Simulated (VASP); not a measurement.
MgBe3S: single point with PBE

Crystal: MgBe3S.

```
Mg Be S
1.0
     4.13605    0.00000    0.00000
     0.00000    4.13605    0.00000
     0.00000    0.00000    4.13605
Mg Be S
1 3 1
Direct
  0.00000 0.00000 0.00000
  0.00000 0.50000 0.50000
  0.50000 0.00000 0.50000
  0.50000 0.50000 0.00000
  0.50000 0.50000 0.50000
```

```json
{"Program": "VASP 6.6.1", "Task": "single point", "Functional": "PBE", "Potentials or basis": "VASP PAW PBE potentials, release 64 (Mg, Be, S)", "Cutoff": "520 eV", "k mesh": "4 × 4 × 4", "Occupations": "gaussian, width 0.1 eV", "Spin": "no spin polarisation"}
```

```
Pressure               : 2.8 GPa
Band gap on the k mesh : zero (band 7 reaches 5.74 eV, above the bottom of band 8 at 5.22 eV)
```

Levels at points of the mesh, in eV from the Fermi level:
```
           k point  band 5  band 6  band 7  band 8  band 9  band 10
(0.00, 0.00, 0.00)   -5.01   -1.01   -1.01    1.95    1.95     1.95
(0.50, 0.00, 0.00)   -2.83   -1.38   -0.07   -0.07    0.19     1.03
(0.50, 0.50, 0.00)   -4.53   -0.46    0.24    0.24    0.61     0.61
(0.50, 0.50, 0.50)   -3.54   -3.54   -3.54   -0.28    2.99     2.99
```

Wall time 5.1 s on 1 thread of Intel(R) Xeon(R) 6975P-C (Granite Rapids) (shared host), peak memory 0.17 GiB.

Caveat: the k points lie up to 0.38 Å⁻¹ apart.
